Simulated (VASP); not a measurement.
HC7, 8 atoms in the cell. The cell holds a slab with vacuum, 8 atoms: a = 2.465 Å, b = 2.465 Å, c = 26.849 Å, α = 90.00°, β = 90.00°, γ = 60.00°. 

```yaml
Program: VASP 6.6.1
Task: single point
Functional: PBE
Dispersion: D3(BJ)
Potentials_or_basis: VASP PAW PBE potentials, release 64 (C, H)
Cutoff: 520 eV
k_mesh: 12 × 12 × 1
Occupations: gaussian, width 0.05 eV
Spin: collinear spin
Starting_moments: "[0.0, 0.0, 0.0, 0.0, 0.0, 0.0, 1.0, 0.0] μB"
Dipole_correction: yes
Further_INCAR_settings: ALGO = Normal; EDIFF = 1e-07; NBANDS = 28
```

Potentials or basis: VASP PAW PBE potentials, release 64 (C, H).

Run with:

```console
$ cat potpaw_PBE.64/C/POTCAR potpaw_PBE.64/H/POTCAR > POTCAR
$ mpirun -np 1 vasp_std > vasp.out
```

Hardware: 1 thread of Intel(R) Xeon(R) Platinum 8259CL CPU @ 2.50GHz (Skylake/Cascade Lake) (shared host).

Question: How long does it take, and how much memory?

Answer: Wall time 15 min on 1 thread of Intel(R) Xeon(R) Platinum 8259CL CPU @ 2.50GHz (Skylake/Cascade Lake), on a shared host, peak memory 0.44 GiB. Counts: scf iterations 36, k points 43.
